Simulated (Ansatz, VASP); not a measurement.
## One calculation of As, two programs

File INCAR:

```
SYSTEM = As
ALGO = Normal
EDIFF = 1E-6
ENCUT = 500
GGA = PS
GGA_COMPAT = .False.
ISIF = 2
ISMEAR = -1
LASPH = .True.
LCHARG = .True.
LELF = .True.
LREAL = .False.
LVHAR = .True.
LWAVE = .False.
NBANDS = 8
NELM = 120
PREC = Accurate
SIGMA = 0.05
```

File KPOINTS:

```
k-points
0
Gamma
  10 10 10
  0 0 0
```

POSCAR

```
As
1.0
    2.6770438362      0.0000000000      0.0000000000
    0.0000000000      2.6770438362      0.0000000000
    0.0000000000      0.0000000000      2.7577553793
As
1
Direct
    0.5000000000      0.5000000000      0.5000000000
```

input.yaml

```yaml
crystal:
  lattice:
    - [2.6770438362, 0.0, 0.0]
    - [0.0, 2.6770438362, 0.0]
    - [0.0, 0.0, 2.7577553793]
  atoms:
    - { symbol: As, position: [0.5, 0.5, 0.5] }
kpoints:
  mp_grid: { grid: [10, 10, 10] }
  band_path:
    path:
      - [0.0, 0.0, 0.0]
      - [0.0, 0.5, 0.0]
      - [0.5, 0.5, 0.0]
      - [0.0, 0.0, 0.0]
      - [0.0, 0.0, 0.5]
      - [0.0, 0.5, 0.5]
      - [0.5, 0.5, 0.5]
      - [0.0, 0.0, 0.5]
    npoints: 12
scf:
  occupations: { method: fermi_dirac, width: 0.05 }
hamiltonian:
  xc: pbesol
  pseudopotentials: { kind: all_electron, lapw: { basis_error: 0.001 } }
output:
  forces: true
  stress: true
  eigenvalues: true
```

Change from the starting cell: strain_z_fixed_volume = 0.02.

Alike in both runs: functional PBEsol; k mesh 10 × 10 × 10; occupations fermi-dirac, width 0.05 eV; no spin polarisation.

|  | VASP | Ansatz |
| --- | --- | --- |
| version | VASP 6.6.1 | Ansatz 0.2.0 |
| potentials or method | VASP PAW PBE potentials, release 64 (As), cutoff 500 eV | all-electron LAPW, scalar-relativistic |
| task | single point | band structure |

VASP gave:

- gap on the k mesh at the Fermi level (eV): none
- pressure (GPa): -1.1
- traceless stress, the component that is largest in VASP (GPa): -4.04

Which values does Ansatz return?

gap on the k mesh at the Fermi level (eV): none; pressure (GPa): -1.4; traceless stress, the component that is largest in VASP (GPa): -4.00.

VASP's potentials were made for PBE, not for PBEsol. A gap of «none» marks a metal or a gap that the smearing closes. Ansatz ran all-electron here, and VASP with PAW potentials.
